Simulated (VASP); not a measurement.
# Cs (P6_3/mmc) in VASP: notebook

Runs on Cs. Level: r2SCAN. Tasks: single point.

Everything below comes from runs of VASP 6.6.1. Logs are shortened: lines on timing, memory, paths and dates and some standing lists are left out, and cuts for length are marked.

## (1) The cell of the first run

Symmetry: P6_3/mmc, No. 194, hexagonal system. The conventional cell has a = 5.566 Å, b = 5.566 Å, c = 18.522 Å, α = 90.00°, β = 90.00°, γ = 120.00°.

## (2) Single point, r2SCAN

Input file POSCAR:

```
Cs
1.0
    5.5659090000      0.0000000000      0.0000000000
   -2.7829540000      4.8202180000      0.0000000000
    0.0000000000      0.0000000000     18.5215750000
Cs
4
Direct
    0.0000000000      0.0000000000      0.0000000000
    0.3333333333      0.6666666667      0.2500000000
    0.0000000000      0.0000000000      0.5000000000
    0.6666666667      0.3333333333      0.7500000000
```

Input file INCAR.step1:

```
SYSTEM = Cs
PREC = Accurate ; ENCUT = 520
ISMEAR = 1 ; SIGMA = 0.1
LREAL = .False. ; LASPH = .True.
NELM = 60 ; NBANDS = 26
GGA = PE ; ALGO = Normal
EDIFF = 1E-4 ; LWAVE = .True.
LCHARG = .False.
```

Input file INCAR.step2:

```
SYSTEM = Cs
PREC = Accurate ; ENCUT = 520
EDIFF = 1E-6 ; ISMEAR = 1
SIGMA = 0.1 ; LREAL = .False.
LASPH = .True. ; NELM = 60
ALGO = Normal ; ISIF = 2
LWAVE = .False. ; LCHARG = .False.
METAGGA = R2SCAN ; LMIXTAU = .True.
NBANDS = 26 ; ISTART = 1
```

Input file KPOINTS:

```
regular mesh
0
Gamma
  5 5 2
  0 0 0
```

Potentials or basis: VASP PAW PBE potentials, release 64 (Cs_sv).

The run is started by

```sh
> cat potpaw_PBE.64/Cs_sv/POTCAR > POTCAR
> cp INCAR.step1 INCAR
> mpirun -np 1 vasp_std > vasp.out
> cp INCAR.step2 INCAR
> mpirun -np 1 vasp_std > vasp.out
```

OUTCAR:

```text
SYSTEM = Cs
   PREC = Accurate
   ENCUT = 520
   EDIFF = 1E-6
   ISMEAR = 1
   LREAL = .False.
   LASPH = .True.
   NELM = 60
   ISIF = 2
   METAGGA = R2SCAN
   ISTART = 1

 ion  position               nearest neighbor table
   1  0.000  0.000  0.000-
   2  0.333  0.667  0.250-
   3  0.000  0.000  0.500-
   4  0.667  0.333  0.750-

  LATTYP: Found a hexagonal cell.
 ALAT       =     5.5659090000
 C/A-ratio  =     3.3276819653

  Lattice vectors:

 A1 = (   5.5659090000,   0.0000000000,   0.0000000000)
 A2 = (  -2.7829540000,   4.8202180000,   0.0000000000)
 A3 = (   0.0000000000,   0.0000000000,  18.5215750000)

Analysis of symmetry for initial positions (statically):
=====================================================================
 Subroutine PRICEL returns:
 Original cell was already a primitive cell.

 Routine SETGRP: Setting up the symmetry group for a
 hexagonal supercell.

 Subroutine GETGRP returns: Found 24 space group operations
 (whereof 12 operations were pure point group operations)
 out of a pool of 24 trial point group operations.

The static configuration has the point symmetry D_3d.
 The point group associated with its full space group is D_6h.

Analysis of symmetry for dynamics (positions and initial velocities):
=====================================================================
 Subroutine PRICEL returns:
 Original cell was already a primitive cell.

 Routine SETGRP: Setting up the symmetry group for a
 hexagonal supercell.

 Subroutine GETGRP returns: Found 24 space group operations
 (whereof 12 operations were pure point group operations)
 out of a pool of 24 trial point group operations.

The dynamic configuration has the point symmetry D_3d.
 The point group associated with its full space group is D_6h.

 Subroutine INISYM returns: Found 24 space group operations
 (whereof 12 operations are pure point group operations),
 and found     1 'primitive' translations

----------------------------------------------------------------------------------------

                                     Primitive cell

  volume of cell :     496.9134

  direct lattice vectors                    reciprocal lattice vectors
     5.565909000  0.000000000  0.000000000     0.179665172  0.103729730  0.000000000
    -2.782954000  4.820218000  0.000000000     0.000000000  0.207459497  0.000000000
     0.000000000  0.000000000 18.521575000     0.000000000  0.000000000  0.053991089

  length of vectors
     5.565909000  5.565908240 18.521575000     0.207459468  0.207459497  0.053991089

  position of ions in fractional coordinates (direct lattice)
     0.000000000  0.000000000  0.000000000
     0.333333333  0.666666667  0.250000000
     0.000000000  0.000000000  0.500000000
     0.666666667  0.333333333  0.750000000

  ion indices of the primitive-cell ions
   primitive index   ion index
                 1           1
                 2           2
                 3           3
                 4           4

----------------------------------------------------------------------------------------

 KPOINTS: regular mesh

Automatic generation of k-mesh.
 Grid dimensions read from file:
 generate k-points for:    5    5    2

 Generating k-lattice:

  Cartesian coordinates                     Fractional coordinates (reciprocal lattice)
     0.035933034  0.020745946  0.000000000     0.200000000  0.000000000  0.000000000
     0.000000000  0.041491899  0.000000000     0.000000000  0.200000000  0.000000000
     0.000000000  0.000000000  0.026995544     0.000000000  0.000000000  0.500000000

  Length of vectors
     0.041491894  0.041491899  0.026995544

  Shift w.r.t. Gamma in fractional coordinates (k-lattice)
     0.000000000  0.000000000  0.000000000

 Subroutine IBZKPT returns following result:
 ===========================================

 Found     10 irreducible k-points:

 Following reciprocal coordinates:
            Coordinates               Weight
  0.000000  0.000000  0.000000      1.000000
  0.200000 -0.000000  0.000000      6.000000
  0.400000 -0.000000  0.000000      6.000000
  0.200000  0.200000  0.000000      6.000000
  0.400000  0.200000  0.000000      6.000000
  0.000000  0.000000  0.500000      1.000000
  0.200000 -0.000000  0.500000      6.000000
  0.400000 -0.000000  0.500000      6.000000
  0.200000  0.200000  0.500000      6.000000
  0.400000  0.200000  0.500000      6.000000
   k-points           NKPTS =     10   k-points in BZ     NKDIM =     10   number of bands    NBANDS=     26
   number of dos      NEDOS =    301   number of ions     NIONS =      4
   total plane-waves  NPLWV = 246960
   dimension x,y,z NGX =    42 NGY =   42 NGZ =  140
   dimension x,y,z NGXF=    84 NGYF=   84 NGZF=  280
   ions per type =               4
   NGX,Y,Z   is equivalent  to a cutoff of  12.54, 12.54, 12.57 a.u.
   NGXF,Y,Z  is equivalent  to a cutoff of  25.09, 25.09, 25.13 a.u.
 SYSTEM =  Cs
   PREC   = accura    normal or accurate (medium, high low for compatibility)
   ISTART =      1    job   : 0-new  1-cont  2-samecut
   ICHARG =      0    charge: 1-file 2-atom 10-const
   ISPIN  =      1    spin polarized calculation?
   LNONCOLLINEAR =      F non collinear calculations
   LSORBIT =      F    spin-orbit coupling
   LASPH  =      T    aspherical Exc in radial PAW
   ENCUT  =  520.0 eV  38.22 Ry    6.18 a.u.  10.35 10.35 34.44*2*pi/ulx,y,z
   NELM   =     60;   NELMIN=  2; NELMDL=  0     # of ELM steps
   EDIFF  = 0.1E-05   stopping-criterion for ELM
   LREAL  =      F    real-space projection
   EDIFFG = 0.1E-04   stopping-criterion for IOM
   NSW    =      0    number of steps for IOM
   IBRION =     -1    ionic relax: 0-MD 1-quasi-New 2-CG
   NFREE  =      0    steps in history (QN), initial steepest desc. (CG)
   ISIF   =      2    stress and relaxation
   ISYM   =      2    0-nonsym 1-usesym 2-fastsym
   POTIM  = 0.5000    time-step for ionic-motion
   TEBEG  =    0.0;   TEEND  =   0.0 temperature during run
   PSTRESS=    0.0 pullay stress
   NELECT =      36.0000    total number of electrons
   NUPDOWN=      -1.0000    fix difference up-down
   EMIN   =  10.00;   EMAX   =-10.00  energy-range for DOS
   EFERMI =   0.00;   METHOD = LEGACY
   ISMEAR =     1;   SIGMA  =   0.10  broadening in eV -4-tet -1-fermi 0-gaus
   EFERMI_NEDOS =   21; number of points for ismear=-14 and -15
   IALGO  =     38    algorithm
   IMIX   =      4    mixing-type and parameters
     AMIX     =   0.40;   BMIX     =  1.00
     AMIX_MAG =   1.60;   BMIX_MAG =  1.00
  volume/ion in A,a.u.               =     124.23       838.33
  Fermi-wavevector in a.u.,A,eV,Ry     =   0.682468  1.289677  6.337079  0.465762
  Thomas-Fermi vector in A             =   1.761550
   LORBIT       =      0    0 simple, 1 ext, 2 COOP (PROOUT), +10 PAW based schemes
   METAGGA = R2SCAN    functional components
   LHFCALC =     F    Hartree Fock is set to
   AEXX    =    0.0000 exact exchange contribution
   IVDW    =     0    specifies the selected vdW correction
   LEPSILON=     F    determine dielectric tensor
   LRPA    =     F    only Hartree local field effects (RPA)
 non-spin polarized calculation
 Methfessel and Paxton  Order N= 1 SIGMA  =   0.10
  energy-cutoff  :      520.00
  volume of cell :      496.91
 maximum number of plane-waves:     13448
 NGX is ok and might be reduce to    42
   NGX = 21   NGY = 21   NGZ = 69

 number of electron      36.0000000 magnetization

 Free energy of the ion-electron system (eV)
  ---------------------------------------------------
  ext. energy  EPLUGINS =         0.00000000
  ---------------------------------------------------
  free energy    TOTEN  =      -100.11801897 eV

  energy without entropy =     -100.11943255  energy(sigma->0) =     -100.11849017

 E-fermi :   0.2997     XC(G=0):  -5.4426

 val. band max:        0.1726028819   @ k =   0.2000  -0.0000   0.5000
 cond. band min:       0.3388158967   @ k =   0.4000  -0.0000   0.0000
 fundamental gap:      0.1662130148
 Fermi energy:         0.2997346172

 k-point     1 :       0.0000    0.0000    0.0000
  band No.  band energies     occupation
      1     -24.4809      2.00000
      2     -24.4789      2.00000
      3     -24.4785      2.00000
      4     -24.4765      2.00000
      5     -10.9603      2.00000
      6     -10.9101      2.00000
[... 18 lines left out ...]
     25       2.9469      0.00000
     26       2.9734      0.00000

 k-point     2 :       0.2000   -0.0000    0.0000
  band No.  band energies     occupation
      1     -24.4793      2.00000
      2     -24.4778      2.00000
      3     -24.4773      2.00000
      4     -24.4757      2.00000
      5     -10.9474      2.00000
      6     -10.9173      2.00000
[... 18 lines left out ...]
     25       2.3554      0.00000
     26       2.3839      0.00000

 k-point     3 :       0.4000   -0.0000    0.0000
  band No.  band energies     occupation
      1     -24.4766      2.00000
      2     -24.4759      2.00000
      3     -24.4754      2.00000
      4     -24.4747      2.00000
      5     -10.9572      2.00000
      6     -10.9550      2.00000
[... 18 lines left out ...]
     25       1.9647     -0.00000
     26       1.9715     -0.00000

 k-point     4 :       0.2000    0.2000    0.0000
  band No.  band energies     occupation
      1     -24.4772      2.00000
      2     -24.4762      2.00000
      3     -24.4758      2.00000
      4     -24.4748      2.00000
      5     -10.9396      2.00000
      6     -10.9385      2.00000
[... 18 lines left out ...]
     25       1.8347     -0.00000
     26       2.0548     -0.00000
[... 90 lines left out ...]
      1     -24.4763      2.00000
      2     -24.4763      2.00000
      3     -24.4749      2.00000
      4     -24.4749      2.00000
      5     -10.9533      2.00000
      6     -10.9533      2.00000
[... 18 lines left out ...]
     25       1.9361     -0.00000
     26       1.9361     -0.00000

 k-point     9 :       0.2000    0.2000    0.5000
  band No.  band energies     occupation
      1     -24.4768      2.00000
      2     -24.4768      2.00000
      3     -24.4751      2.00000
      4     -24.4751      2.00000
      5     -10.9388      2.00000
      6     -10.9388      2.00000
[... 18 lines left out ...]
     25       2.0470     -0.00000
     26       2.0470     -0.00000

 k-point    10 :       0.4000    0.2000    0.5000
  band No.  band energies     occupation
      1     -24.4754      2.00000
      2     -24.4754      2.00000
      3     -24.4747      2.00000
      4     -24.4747      2.00000
      5     -10.9506      2.00000
      6     -10.9506      2.00000
[... 18 lines left out ...]
     25       1.7093     -0.00000
     26       1.7093     -0.00000

------------------------ aborting loop because EDIFF is reached ----------------------------------------

  FORCE on cell =-STRESS in cart. coord.  units (eV):
  Direction    XX          YY          ZZ          XY          YZ          ZX
  --------------------------------------------------------------------------------------
  -------------------------------------------------------------------------------------
  Total       -0.0473473     -0.0473473      0.0567331     -0.0000000      0.0000000      0.0000000
  in kB       -0.1526600     -0.1526599      0.1829221     -0.0000000      0.0000000      0.0000000
  external PRESSURE =      -0.0407993 kB  Pullay stress =       0.0000000 kB

 VOLUME and BASIS-vectors are now :
 -----------------------------------------------------------------------------
  energy-cutoff  :      520.00
  volume of cell :      496.91
      direct lattice vectors                 reciprocal lattice vectors
     5.565909000  0.000000000  0.000000000     0.179665172  0.103729730  0.000000000
    -2.782954000  4.820218000  0.000000000     0.000000000  0.207459497  0.000000000
     0.000000000  0.000000000 18.521575000     0.000000000  0.000000000  0.053991089

 POSITION                                       TOTAL-FORCE (eV/Angst)
 -----------------------------------------------------------------------------------
      0.00000      0.00000      0.00000        -0.000000      0.000000      0.000000
      0.00000      3.21348      4.63039         0.000000     -0.000000     -0.000000
      0.00000      0.00000      9.26079        -0.000000      0.000000      0.000000
      2.78295      1.60674     13.89118         0.000000      0.000000      0.000000
 -----------------------------------------------------------------------------------
    total drift:                                0.000000      0.000000      0.000000

  FREE ENERGIE OF THE ION-ELECTRON SYSTEM (eV)
  ---------------------------------------------------
  free  energy   TOTEN  =      -100.1180189750 eV

  energy  without entropy=     -100.1194325507  energy(sigma->0) =     -100.11849017
```

It took 14 min on 1 thread of Intel Xeon Platinum 8375C at 2.90GHz (Ice Lake), shared host; peak memory 0.62 GiB.

What came out:

```yaml
Free_energy: -100.1180 eV
Pressure: 0.0 GPa
Band_gap_on_the_k_mesh: zero (band 18 reaches 0.74 eV, above the bottom of band 19 at -0.76 eV)
```

Caveat: the PAW data sets were made with another functional, which shifts forces and pressure a little; spin-orbit coupling is left out, which moves the levels of the heavy elements.

## (3) Single point, r2SCAN

POSCAR is that of step 2.

Input file INCAR.step1:

```
  PREC = Accurate
  ENCUT = 520
  ISMEAR = 1
  SIGMA = 0.1
  LREAL = False
  LASPH = True
  NELM = 80
  NBANDS = 26
  GGA = PE
  ALGO = Normal
  EDIFF = 1E-4
  LWAVE = True
  LCHARG = False
```

Input file INCAR.step2:

```
  PREC = Accurate
  ENCUT = 520
  EDIFF = 1E-6
  ISMEAR = 1
  SIGMA = 0.1
  LREAL = False
  LASPH = True
  NELM = 80
  ALGO = Normal
  ISIF = 2
  LWAVE = False
  LCHARG = False
  METAGGA = R2SCAN
  LMIXTAU = True
  NBANDS = 26
  ISTART = 1
```

Input file KPOINTS:

```
regular mesh
0
Gamma
  5 5 2
```

Potentials or basis: VASP PAW PBE potentials, release 64 (Cs_sv).

The run is started by

```sh
> cat potpaw_PBE.64/Cs_sv/POTCAR > POTCAR
> cp INCAR.step1 INCAR
> mpirun -np 1 vasp_std > vasp.out
> cp INCAR.step2 INCAR
> mpirun -np 1 vasp_std > vasp.out
```

Run time: 13 min. Hardware: 1 thread of Intel Xeon Platinum 8375C at 2.90GHz (Ice Lake), shared host; peak memory 0.63 GiB.

It converged, with:

* Free energy: -100.1180 eV
* Pressure: 0.0 GPa
* Band gap on the k mesh: zero (band 18 reaches 0.74 eV, above the bottom of band 19 at -0.76 eV)

Levels at points of the mesh, in eV from the Fermi level:
```
           k point  band 15  band 16  band 17  band 18  band 19  band 20  band 21  band 22
(0.00, 0.00, 0.00)   -11.16   -11.16    -1.66    -1.06    -1.06     0.10     0.61     1.76
(0.00, 0.00, 0.50)   -11.16   -11.16    -1.50    -1.50    -0.43    -0.43     1.11     1.11
```

Caveat: the PAW data sets were made with another functional, which shifts forces and pressure a little; spin-orbit coupling is left out, which moves the levels of the heavy elements.
